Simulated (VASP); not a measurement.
## Sr: single point with LDA

The system is Sr.

```
Sr
1.0
     0.00000    3.02193    3.02193
     3.02193    0.00000    3.02193
     3.02193    3.02193    0.00000
Sr
1
Direct
  0.00000 0.00000 0.00000
```

This cell differs from its parent crystal: volume scaled by 0.98.

| Item | Value |
| --- | --- |
| Program | VASP 6.6.1 |
| Task | single point |
| Functional | LDA |
| Potentials or basis | VASP PAW LDA potentials, release 64 (Sr_sv) |
| Cutoff | 520 eV |
| k mesh | 8 × 8 × 8 |
| Occupations | fermi-dirac, width 0.02 eV |
| Spin | no spin polarisation |

The pressure is -1.5 GPa. The band gap on the k mesh is zero (band 5 reaches 1.48 eV, above the bottom of band 6 at 1.46 eV).

Levels at points of the mesh, in eV from the Fermi level:
| k point | band 3 | band 4 | band 5 | band 6 | band 7 | band 8 |
| --- | --- | --- | --- | --- | --- | --- |
| (0.00, 0.00, 0.00) | -18.48 | -18.48 | -3.69 | 2.20 | 2.20 | 2.20 |
| (0.50, 0.00, 0.00) | -18.51 | -18.51 | -1.20 | 0.10 | 2.06 | 2.06 |
| (0.50, 0.50, 0.00) | -18.56 | -18.56 | -0.69 | 0.26 | 1.06 | 4.69 |

Wall time 15 s on 1 thread of Intel Xeon 8259CL (shared host), peak memory 0.15 GiB.
